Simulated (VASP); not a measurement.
A run of VASP 6.6.1:

POSCAR

```
CaIrN2
1.0
    1.6488500006      0.9519639917      5.0094002244
   -1.6488500006      0.9519639917      5.0094002244
    0.0000000000     -1.9039279834      5.0094002244
Ir Ca N
1 1 2
Direct
    0.5000000000      0.5000000000      0.5000000000
    0.0000000000      0.0000000000      0.0000000000
    0.2308810000      0.2308810000      0.2308810000
    0.7691190000      0.7691190000      0.7691190000
```

File INCAR.step1:

```
SYSTEM = CaIrN2
  PREC = Accurate
  ENCUT = 520
  EDIFF = 1E-6
  ISMEAR = -1
  SIGMA = 0.05
  LREAL = .False.
  LASPH = .True.
  NELM = 120
  ALGO = Normal
  ISIF = 2
  LWAVE = .False.
  LCHARG = .True.
  LMAXMIX = 4
  GGA = PS
  NBANDS = 26
  GGA_COMPAT = .False.
  NEDOS = 2001
  LORBIT = 11
```

Contents of KPOINTS.step1:

```
regular mesh
0
Gamma
  5 5 5
  0 0 0
```

INCAR.step2

```
SYSTEM = CaIrN2
  PREC = Accurate
  ENCUT = 520
  EDIFF = 1E-6
  ISMEAR = -5
  SIGMA = 0.05
  LREAL = .False.
  LASPH = .True.
  NELM = 120
  ALGO = Normal
  ISIF = 2
  LWAVE = .False.
  LCHARG = .False.
  LMAXMIX = 4
  GGA = PS
  LORBIT = 11
  NBANDS = 26
  NEDOS = 1001
  ICHARG = 11
  GGA_COMPAT = .False.
```

KPOINTS.step2

```
regular mesh
0
Gamma
  8 8 8
  0 0 0
```

Potentials or basis: VASP PAW PBE potentials, release 64 (Ir_sv_GW, Ca_sv, N).

Run with:

```sh
$ cat potpaw_PBE.64/Ir_sv_GW/POTCAR potpaw_PBE.64/Ca_sv/POTCAR potpaw_PBE.64/N/POTCAR > POTCAR
$ cp INCAR.step1 INCAR
$ cp KPOINTS.step1 KPOINTS
$ mpirun -np 1 vasp_std > vasp.out
$ cp INCAR.step2 INCAR
$ cp KPOINTS.step2 KPOINTS
$ mpirun -np 1 vasp_std > vasp.out
```

Hardware: 1 thread of Intel(R) Xeon(R) Platinum 8259CL CPU @ 2.50GHz (Skylake/Cascade Lake), with other jobs on the host.

Q: How long does it take, and how much memory?

A: It took 2.8 min on 1 thread of Intel(R) Xeon(R) Platinum 8259CL CPU @ 2.50GHz (Skylake/Cascade Lake) (shared host), peak memory 0.3 GiB. Counts: k points 65.
